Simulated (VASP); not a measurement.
Write the native input for VASP 6.6.1 that does the following.

```yaml
Task: single point
Functional: PBE
Potentials_or_basis: VASP PAW PBE potentials, release 64 (Hf_pv, O)
Cutoff: 520 eV
k_mesh: 6 × 6 × 4
Occupations: gaussian, width 0.05 eV
Spin: no spin polarisation
Dipole_correction: no
Further_INCAR_settings: ALGO = Normal; EDIFF = 1e-06; NBANDS = 31
```

The structure of HfO2 lies in POSCAR:

```
HfO2
1.0
    3.6043047840      0.0000000000      0.0000000000
    0.0000000000      3.6043047840      0.0000000000
    0.0000000000      0.0000000000      4.4743721737
Hf O
2 4
Direct
    0.5000000000      0.5000000000      0.5000000000
    0.0000000000      0.0000000000      0.0000000000
    0.0000000000      0.5000000000      0.6932520948
    0.5000000000      0.0000000000      0.8067479052
    0.5000000000      0.0000000000      0.3067479052
    0.0000000000      0.5000000000      0.1932520948
```

This cell differs from its parent crystal: strain -0.1500 x Voigt [0, 0, 1, 0, 0, 0].

These files were run (other wordings do the same):

INCAR

```
PREC = Accurate ; ENCUT = 520
EDIFF = 1E-6 ; ISMEAR = 0
SIGMA = 0.05 ; LREAL = F
LASPH = T ; NELM = 80
ALGO = Normal ; ISIF = 2
LWAVE = F ; LCHARG = T
GGA = PE ; LELF = T
LVHAR = T ; NBANDS = 31
```

KPOINTS

```
Automatic mesh
0
Gamma
  6 6 4
```

Potentials or basis: VASP PAW PBE potentials, release 64 (Hf_pv, O).

Command:

```console
$ cat potpaw_PBE.64/Hf_pv/POTCAR potpaw_PBE.64/O/POTCAR > POTCAR
$ mpirun -np 1 vasp_std > vasp.out
```

Results of the run:

```json
{
  "Pressure": "45.2 GPa",
  "Largest force": "0.963 eV/Å",
  "Band gap on the k mesh": "2.42 eV, indirect (least direct gap 2.44 eV)"
}
```

Caveat: the cell differs from its parent crystal (strain -0.1500 x Voigt [0, 0, 1, 0, 0, 0]); spin-orbit coupling is left out, which moves the levels of the heavy elements.

Run time: 23 s on 1 thread of AMD EPYC 9R45 (Zen 5) (shared host), peak memory 0.16 GiB.
